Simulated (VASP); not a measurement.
# Si2B3 (R-3m) in VASP: notebook

Runs on Si2B3. Level: PBE. Tasks: relaxation of cell and atoms.

Everything below comes from runs of VASP 6.6.1. Logs are shortened: lines on timing, memory, paths and dates and some standing lists are left out, and cuts for length are marked.

## (1) The cell of the first run

The structure is trigonal, space group R-3m (No. 166). Conventional cell: a = 3.618 Å, b = 3.618 Å, c = 16.765 Å, α = 90.00°, β = 90.00°, γ = 120.00°. Si (site symmetry -3m) has 6 B at 2.98 Å and 12 Si at 3.49 to 3.62 Å within 3.9 Å. Within 2.4 Å of Si (site symmetry -3m) lie 6 B at 1.81 Å. B (site symmetry 2/m) has 2 Si at 1.81 Å and 4 B at 1.81 Å within 2.4 Å.

## (2) Relaxation of cell and atoms, PBE

Contents of INCAR:

```
SYSTEM = Si2B3
ALGO = Normal
EDIFF = 1E-7
EDIFFG = -0.08
ENCUT = 500
GGA = PE
GGA_COMPAT = .FALSE.
IBRION = 2
ISIF = 3
ISMEAR = 0
LASPH = .TRUE.
LCHARG = .FALSE.
LREAL = .FALSE.
LWAVE = .FALSE.
NELM = 120
NELMIN = 4
NSW = 36
PREC = Accurate
SIGMA = 0.2
```

Contents of KPOINTS:

```
k-points
0
G
  5 5 5
  0 0 0
```

Contents of POSCAR:

```
Si2B3
1.0
    1.8088590300      1.0443452500      5.5881758800
   -1.8088590300      1.0443452500      5.5881758800
    0.0000000000     -2.0886905000      5.5881758800
Si B
2 3
Direct
    0.0000000000      0.0000000000      0.0000000000
    0.5000000000      0.5000000000      0.5000000000
    0.0000000000      0.0000000000      0.5000000000
    0.5000000000      0.0000000000      0.0000000000
    0.0000000000      0.5000000000      0.0000000000
```

Potentials or basis: VASP PAW PBE potentials, release 64 (Si, B).

The run is started by

```
> cat potpaw_PBE.64/Si/POTCAR potpaw_PBE.64/B/POTCAR > POTCAR
> mpirun -np 1 vasp_std > vasp.out
```

OUTCAR:

```text
SYSTEM = Si2B3
   EDIFF = 1E-7
   EDIFFG = -0.08
   ENCUT = 500
   GGA = PE
   IBRION = 2
   ISIF = 3
   ISMEAR = 0
   LASPH = .TRUE.
   LREAL = .FALSE.
   NELM = 120
   NELMIN = 4
   NSW = 36
   PREC = Accurate

 ion  position               nearest neighbor table
   1  0.000  0.000  0.000-
   2  0.500  0.500  0.500-   3 1.81   3 1.81   4 1.81   4 1.81   5 1.81   5 1.81
   3  0.000  0.000  0.500-   2 1.81   2 1.81   4 1.81   5 1.81   5 1.81   4 1.81
   4  0.500  0.000  0.000-   5 1.81   5 1.81   2 1.81   2 1.81   3 1.81   3 1.81
   5  0.000  0.500  0.000-   4 1.81   4 1.81   3 1.81   2 1.81   2 1.81   3 1.81

  LATTYP: Found a trigonal (rhomboedric) cell.
 ALAT       =     5.9657637950
 COS(alpha) =     0.8161315000

  Lattice vectors:

 A1 = (   1.8088590300,   1.0443452500,   5.5881758800)
 A2 = (  -1.8088590300,   1.0443452500,   5.5881758800)
 A3 = (   0.0000000000,  -2.0886905000,   5.5881758800)

Analysis of symmetry for initial positions (statically):
=====================================================================
 Subroutine PRICEL returns:
 Original cell was already a primitive cell.

 Routine SETGRP: Setting up the symmetry group for a
 trigonal (rhombohedral) supercell.

 Subroutine GETGRP returns: Found 12 space group operations
 (whereof 12 operations were pure point group operations)
 out of a pool of 12 trial point group operations.

The static configuration has the point symmetry D_3d.

Analysis of symmetry for dynamics (positions and initial velocities):
=====================================================================
 Subroutine PRICEL returns:
 Original cell was already a primitive cell.

 Routine SETGRP: Setting up the symmetry group for a
 trigonal (rhombohedral) supercell.

 Subroutine GETGRP returns: Found 12 space group operations
 (whereof 12 operations were pure point group operations)
 out of a pool of 12 trial point group operations.

The dynamic configuration has the point symmetry D_3d.

 Subroutine INISYM returns: Found 12 space group operations
 (whereof 12 operations are pure point group operations),
 and found     1 'primitive' translations

----------------------------------------------------------------------------------------

                                     Primitive cell

  volume of cell :      63.3388

  direct lattice vectors                    reciprocal lattice vectors
     1.808859030  1.044345250  5.588175880     0.276417339  0.159589625  0.059649757
    -1.808859030  1.044345250  5.588175880    -0.276417339  0.159589625  0.059649757
     0.000000000 -2.088690500  5.588175880     0.000000000 -0.319179250  0.059649757

  length of vectors
     5.965763795  5.965763795  5.965763796     0.324705231  0.324705231  0.324705231

  position of ions in fractional coordinates (direct lattice)
     0.000000000  0.000000000  0.000000000
     0.500000000  0.500000000  0.500000000
     1.000000000  1.000000000  0.500000000
     0.500000000  0.000000000  1.000000000
     0.000000000  0.500000000  1.000000000

  ion indices of the primitive-cell ions
   primitive index   ion index
                 1           1
                 2           2
                 3           3
                 4           4
                 5           5

----------------------------------------------------------------------------------------

 KPOINTS: k-points

Automatic generation of k-mesh.
 Grid dimensions read from file:
 generate k-points for:    5    5    5

 Generating k-lattice:

  Cartesian coordinates                     Fractional coordinates (reciprocal lattice)
     0.055283468  0.031917925  0.011929951     0.200000000  0.000000000 -0.000000000
    -0.055283468  0.031917925  0.011929951     0.000000000  0.200000000 -0.000000000
     0.000000000 -0.063835850  0.011929951    -0.000000000 -0.000000000  0.200000000

  Length of vectors
     0.064941046  0.064941046  0.064941046

  Shift w.r.t. Gamma in fractional coordinates (k-lattice)
     0.000000000  0.000000000  0.000000000

 Subroutine IBZKPT returns following result:
 ===========================================

 Found     19 irreducible k-points:

 Following reciprocal coordinates:
            Coordinates               Weight
  0.000000  0.000000  0.000000      1.000000
  0.200000  0.000000  0.000000      6.000000
  0.400000 -0.000000  0.000000      6.000000
  0.200000  0.200000  0.000000      6.000000
  0.400000  0.200000  0.000000     12.000000
 -0.400000  0.200000 -0.000000     12.000000
[... 11 lines left out ...]
  0.400000  0.400000  0.400000      2.000000
 -0.400000  0.400000  0.400000      6.000000
   k-points           NKPTS =     19   k-points in BZ     NKDIM =     19   number of bands    NBANDS=     12
   number of dos      NEDOS =    301   number of ions     NIONS =      5
   total plane-waves  NPLWV = 110592
   dimension x,y,z NGX =    48 NGY =   48 NGZ =   48
   dimension x,y,z NGXF=    96 NGYF=   96 NGZF=   96
   ions per type =               2   3
   NGX,Y,Z   is equivalent  to a cutoff of  13.38, 13.38, 13.38 a.u.
   NGXF,Y,Z  is equivalent  to a cutoff of  26.75, 26.75, 26.75 a.u.
 SYSTEM =  Si2B3
   PREC   = accura    normal or accurate (medium, high low for compatibility)
   ISTART =      0    job   : 0-new  1-cont  2-samecut
   ICHARG =      2    charge: 1-file 2-atom 10-const
   ISPIN  =      1    spin polarized calculation?
   LNONCOLLINEAR =      F non collinear calculations
   LSORBIT =      F    spin-orbit coupling
   LASPH  =      T    aspherical Exc in radial PAW
   ENCUT  =  500.0 eV  36.75 Ry    6.06 a.u.  10.88 10.88 10.88*2*pi/ulx,y,z
   NELM   =    120;   NELMIN=  4; NELMDL= -5     # of ELM steps
   EDIFF  = 0.1E-06   stopping-criterion for ELM
   LREAL  =      F    real-space projection
   EDIFFG = -.8E-01   stopping-criterion for IOM
   NSW    =     36    number of steps for IOM
   IBRION =      2    ionic relax: 0-MD 1-quasi-New 2-CG
   NFREE  =      1    steps in history (QN), initial steepest desc. (CG)
   ISIF   =      3    stress and relaxation
   ISYM   =      2    0-nonsym 1-usesym 2-fastsym
   POTIM  = 0.5000    time-step for ionic-motion
   TEBEG  =    0.0;   TEEND  =   0.0 temperature during run
   PSTRESS=    0.0 pullay stress
   NELECT =      17.0000    total number of electrons
   NUPDOWN=      -1.0000    fix difference up-down
   EMIN   =  10.00;   EMAX   =-10.00  energy-range for DOS
   EFERMI =   0.00;   METHOD = LEGACY
   ISMEAR =     0;   SIGMA  =   0.20  broadening in eV -4-tet -1-fermi 0-gaus
   EFERMI_NEDOS =   21; number of points for ismear=-14 and -15
   IALGO  =     38    algorithm
   IMIX   =      4    mixing-type and parameters
     AMIX     =   0.40;   BMIX     =  1.00
     AMIX_MAG =   1.60;   BMIX_MAG =  1.00
  volume/ion in A,a.u.               =      12.67        85.49
  Fermi-wavevector in a.u.,A,eV,Ry     =   1.056009  1.995568 15.172615  1.115156
  Thomas-Fermi vector in A             =   2.191229
   LORBIT       =      0    0 simple, 1 ext, 2 COOP (PROOUT), +10 PAW based schemes
   GGA     = PE    functional components
   LHFCALC =     F    Hartree Fock is set to
   AEXX    =    0.0000 exact exchange contribution
   IVDW    =     0    specifies the selected vdW correction
   LEPSILON=     F    determine dielectric tensor
   LRPA    =     F    only Hartree local field effects (RPA)
 conjugate gradient relaxation of ions
 non-spin polarized calculation
 Gauss-broadening in eV      SIGMA  =   0.20
  energy-cutoff  :      500.00
  volume of cell :       63.34
 maximum number of plane-waves:      1635
 NGX is ok and might be reduce to    48
   NGX = 21   NGY = 21   NGZ = 21

--------------------------------------- Ionic step        1  -------------------------------------------

 number of electron      17.0000000 magnetization

 Free energy of the ion-electron system (eV)
  ---------------------------------------------------
  ext. energy  EPLUGINS =         0.00000000
  ---------------------------------------------------
  free energy    TOTEN  =       -22.70240214 eV

  energy without entropy =      -22.67886451  energy(sigma->0) =      -22.69063333

------------------------ aborting loop because EDIFF is reached ----------------------------------------

  FORCE on cell =-STRESS in cart. coord.  units (eV):
  Direction    XX          YY          ZZ          XY          YZ          ZX
  --------------------------------------------------------------------------------------
  -------------------------------------------------------------------------------------
  Total       15.9486383     15.9486383     -3.8304481      0.0000000      0.0000000      0.0000000
  in kB      403.4261591    403.4261608    -96.8924707      0.0000000      0.0000000      0.0000000
  external PRESSURE =     236.6532831 kB  Pullay stress =       0.0000000 kB
[... 673 lines left out ...]
 k-point    19 :      -0.4000    0.4000    0.4000
  band No.  band energies     occupation
      1      -1.8057      2.00000
      2      -0.6700      2.00000
      3       1.8455      2.00000
      4       3.5045      2.00000
      5       3.7671      2.00000
      6       6.9107      2.00000
      7       7.7888      2.00000
      8      11.0695      2.00000
      9      12.8718      0.03834
     10      13.2961      0.00000
     11      17.4915      0.00000
     12      19.4609      0.00000

[... ionic steps 4 to 9 ...]

--------------------------------------- Ionic step       10  -------------------------------------------

 number of electron      17.0000000 magnetization

------------------------ aborting loop because EDIFF is reached ----------------------------------------

  FORCE on cell =-STRESS in cart. coord.  units (eV):
  Direction    XX          YY          ZZ          XY          YZ          ZX
  --------------------------------------------------------------------------------------
  -------------------------------------------------------------------------------------
  Total        0.8144017      0.8144017      0.9297169      0.0000000      0.0000000      0.0000000
  in kB       24.6458956     24.6458957     28.1356322      0.0000000      0.0000000      0.0000000
  external PRESSURE =      25.8091411 kB  Pullay stress =       0.0000000 kB
[... 63 lines left out ...]
  energy  without entropy=      -25.3890581140  energy(sigma->0) =      -25.40204055

--------------------------------------- Ionic step       12  -------------------------------------------

 number of electron      17.0000000 magnetization

 Free energy of the ion-electron system (eV)
  ---------------------------------------------------
  ext. energy  EPLUGINS =         0.00000000
  ---------------------------------------------------
  free energy    TOTEN  =       -25.42384513 eV

  energy without entropy =      -25.39214907  energy(sigma->0) =      -25.40799710

 E-fermi :   8.1277     XC(G=0): -11.0153

 val. band max:        7.9648282405   @ k =   0.4000  -0.0000   0.0000
 cond. band min:       8.1509291389   @ k =  -0.4000   0.2000   0.2000
 fundamental gap:      0.1861008984
 Fermi energy:         8.1277482264

 k-point     1 :       0.0000    0.0000    0.0000
  band No.  band energies     occupation
      1      -7.4980      2.00000
      2       0.0890      2.00000
      3       1.3005      2.00000
      4       1.3005      2.00000
      5       3.4079      2.00000
      6       3.9668      2.00000
      7       4.8004      2.00000
      8       4.8004      2.00000
      9       6.5104      2.00000
     10       6.8779      2.00000
     11       6.8779      2.00000
     12      10.8605      0.00000
[... 300 lines left out ...]
  FREE ENERGIE OF THE ION-ELECTRON SYSTEM (eV)
  ---------------------------------------------------
  free  energy   TOTEN  =       -25.4238451288 eV

  energy  without entropy=      -25.3921490677  energy(sigma->0) =      -25.40799710

 reached required accuracy - stopping structural energy minimisation
```

Wall time 2.7 min (1 thread of Intel Xeon 6975P-C (Granite Rapids), shared host); peak memory 0.33 GiB.

What came out:

```
Free energy                            : -25.4238 eV
Relaxed volume                         : 10.77 Å³/atom
Relaxed cell                           : a = 4.344 Å, b = 4.344 Å, c = 4.344 Å, α = 56.94°, β = 56.94°, γ = 56.94°
Space group after relaxing (to 0.05 Å) : R-3m (No. 166)
Energy gained by relaxing              : 544.3 meV/atom
Ionic steps                            : 12
Pressure after relaxing                : 0.5 GPa
```

The path:
```csv
step,energy change (eV),largest force (eV/Å),pressure (GPa),volume (Å³)
1,0.0000,0.0000,23.67,63.34
2,-0.8263,0.0000,-14.94,81.22
3,-1.2525,0.0000,-5.13,73.46
4,-1.5412,0.0000,-4.67,70.00
5,-2.3362,0.0000,-1.30,59.32
6,3.5412,0.0000,119.40,36.69
7,-2.4214,0.0000,-0.02,57.68
8,-2.6030,0.0000,8.42,52.20
9,-2.7102,0.0000,1.93,53.04
10,-2.7126,0.0000,2.58,52.94
11,-2.7126,0.0000,2.44,52.96
12,-2.7214,0.0000,0.48,53.86
```

Final structure:
```xyz
5
Lattice="2.0706 1.1955 3.6267 -2.0706 1.1955 3.6267 0.0000 -2.3909 3.6267" Properties=species:S:1:pos:R:3 pbc="T T T"
Si    0.0000    0.0000    0.0000
Si    0.0000    0.0000    5.4401
B     0.0000   -1.1955    1.8134
B     1.0353    0.5977    1.8133
B    -1.0353    0.5977    1.8133
```

Levels at points of the mesh, in eV from the Fermi level:
| k point | band 7 | band 8 | band 9 | band 10 | band 11 | band 12 |
| --- | --- | --- | --- | --- | --- | --- |
| (0.00, 0.00, 0.00) | -3.33 | -3.33 | -1.62 | -1.25 | -1.25 | 2.73 |

Caveat: the k points lie up to 0.37 Å⁻¹ apart in the final cell; the relaxation stopped at a loose force limit of 0.08 eV/Å, so its end isn't a converged minimum.

## (3) Relaxation of cell and atoms, PBE

This run uses another cell than the first one, of 10.18 Å³/atom, 0.804 times its volume.

Contents of INCAR:

```
SYSTEM = Si2B3
PREC = Accurate ; ENCUT = 500
EDIFF = 1E-7 ; ISMEAR = 0
SIGMA = 0.2 ; LREAL = .False.
LASPH = .True. ; NELM = 120
ALGO = Normal ; ISIF = 3
LWAVE = .False. ; LCHARG = .False.
GGA = PE ; IBRION = 2
NSW = 36 ; EDIFFG = -0.08
GGA_COMPAT = .False. ; NELMIN = 4
```

Contents of KPOINTS:

```
Automatic mesh
0
Gamma
  6 6 6
  0 0 0
```

Contents of POSCAR:

```
Si2B3
1.0
    1.5000000000      0.8660254000      6.5333333300
   -1.5000000000      0.8660254000      6.5333333300
    0.0000000000     -1.7320508100      6.5333333300
Si B
2 3
Direct
    0.4000000000      0.4000000000      0.4000000000
    0.6000000000      0.6000000000      0.6000000000
    0.7880000000      0.7880000000      0.7880000000
    0.2120000000      0.2120000000      0.2120000000
    0.0000000000      0.0000000000      0.0000000000
```

Potentials or basis: VASP PAW PBE potentials, release 64 (Si, B).

The run is started by

```
> cat potpaw_PBE.64/Si/POTCAR potpaw_PBE.64/B/POTCAR > POTCAR
> mpirun -np 1 vasp_std > vasp.out
```

Run time: 6 min. Hardware: 1 thread of Intel Xeon 6975P-C (Granite Rapids), shared host; peak memory 0.37 GiB.

The run converged. Its results:

| Item | Value |
| --- | --- |
| Free energy | -28.5891 eV |
| Relaxed volume | 9.15 Å³/atom |
| Relaxed cell | a = 6.190 Å, b = 6.190 Å, c = 6.190 Å, α = 27.86°, β = 27.86°, γ = 27.86° |
| Space group after relaxing (to 0.05 Å) | R-3m (No. 166) |
| Energy gained by relaxing | 584.8 meV/atom |
| Ionic steps | 17 |
| Pressure after relaxing | 0.0 GPa |
| Largest force after relaxing | 0.026 eV/Å |

Forces in eV/Å, atoms in the order of the input:
```
Si   0.000  0.000  0.026
Si   0.000  0.000 -0.026
B    0.000  0.000 -0.022
B    0.000  0.000  0.022
B    0.000  0.000  0.000
```

Stress tensor (GPa, compression positive):
```
-0.52  0.00  0.00
 0.00 -0.52  0.00
 0.00  0.00  1.09
```

Step by step:
```csv
step,energy change (eV),largest force (eV/Å),pressure (GPa),volume (Å³)
1,0.0000,2.8789,3.56,50.92
2,-0.7676,2.3536,-10.26,52.58
3,-1.2846,1.5820,-21.24,55.17
4,-1.7641,1.7114,-18.97,53.16
5,-2.6129,1.0593,-3.68,47.40
6,-2.6200,1.1121,-0.56,46.62
7,-2.7794,0.8888,1.33,46.09
8,-2.8298,0.7874,3.25,45.67
9,-2.8336,0.7854,3.93,45.53
10,-2.8723,0.5587,0.60,46.21
11,-2.8893,0.2421,-3.45,47.11
12,-2.9083,0.1863,-2.93,46.75
13,-2.9095,0.1797,-2.78,46.66
14,-2.9195,0.1818,-0.24,45.93
15,-2.9201,0.1819,0.51,45.72
16,-2.9223,0.1284,0.33,45.73
17,-2.9240,0.0257,0.02,45.74
```

Final structure:
```
CELL_PARAMETERS angstrom
1.49026 0.86040 5.94591
-1.49026 0.86040 5.94591
0.00000 -1.72080 5.94591
ATOMIC_POSITIONS crystal
Si 0.40139 0.40139 0.40139
Si 0.59861 0.59861 0.59861
B 0.82530 0.82530 0.82530
B 0.17470 0.17470 0.17470
B 0.00000 0.00000 0.00000
```

Levels at points of the mesh, in eV from the Fermi level:
```tsv
k point	band 5	band 6	band 7	band 8	band 9	band 10	band 11	band 12
(0.00, 0.00, 0.00)	-0.13	-0.13	0.81	1.53	1.53	4.40	4.40	5.41
(0.50, 0.00, 0.00)	-5.98	-5.01	-3.33	-1.53	-0.23	1.96	2.20	3.24
(0.50, 0.50, 0.00)	-4.16	-4.14	-3.55	-1.53	-0.87	0.14	2.49	3.52
(0.50, 0.50, 0.50)	-0.20	-0.20	1.74	1.74	3.70	3.70	4.78	7.67
```

Caveat: the k points lie up to 0.41 Å⁻¹ apart in the final cell; the relaxation stopped at a loose force limit of 0.08 eV/Å, so its end isn't a converged minimum.
